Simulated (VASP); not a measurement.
Set up this calculation in VASP 6.6.1, as the native input.

```
Task                   : single point
Functional             : LDA
Potentials or basis    : VASP PAW LDA potentials, release 64 (Be)
Cutoff                 : 520 eV
k mesh                 : 20 × 20 × 20
Occupations            : fermi-dirac, width 0.1 eV
Spin                   : no spin polarisation
Dipole correction      : no
Further INCAR settings : ALGO = Normal; EDIFF = 1e-06; NBANDS = 7
```

The structure of Be lies in POSCAR:

```
Be
1.0
   -1.1798613385      1.1798613385      1.1798613385
    1.1798613385     -1.1798613385      1.1798613385
    1.1798613385      1.1798613385     -1.1798613385
Be
1
Direct
    0.0000000000      0.0000000000      0.0000000000
```

This cell differs from its parent crystal: volume scaled by 0.88.

One way to write it, as run:

INCAR

```
PREC = Accurate
ENCUT = 520
EDIFF = 1E-6
ISMEAR = -1
SIGMA = 0.1
LREAL = False
LASPH = True
NELM = 60
ALGO = Normal
ISIF = 2
LWAVE = False
LCHARG = True
GGA = CA
LELF = True
LVHAR = True
NBANDS = 7
```

KPOINTS

```
regular mesh
0
Gamma
  20 20 20
```

Potentials or basis: VASP PAW LDA potentials, release 64 (Be).

Run with:

```console
$ cat potpaw_LDA.64/Be/POTCAR > POTCAR
$ mpirun -np 1 vasp_std > vasp.out
```

It gave:

* Pressure: 21.4 GPa
* Band gap on the k mesh: zero (band 1 reaches 13.76 eV, above the bottom of band 2 at 7.76 eV)

It took 4.4 s on 1 thread of Intel(R) Xeon(R) Platinum 8259CL CPU @ 2.50GHz (Skylake/Cascade Lake) (shared host), peak memory 0.11 GiB.
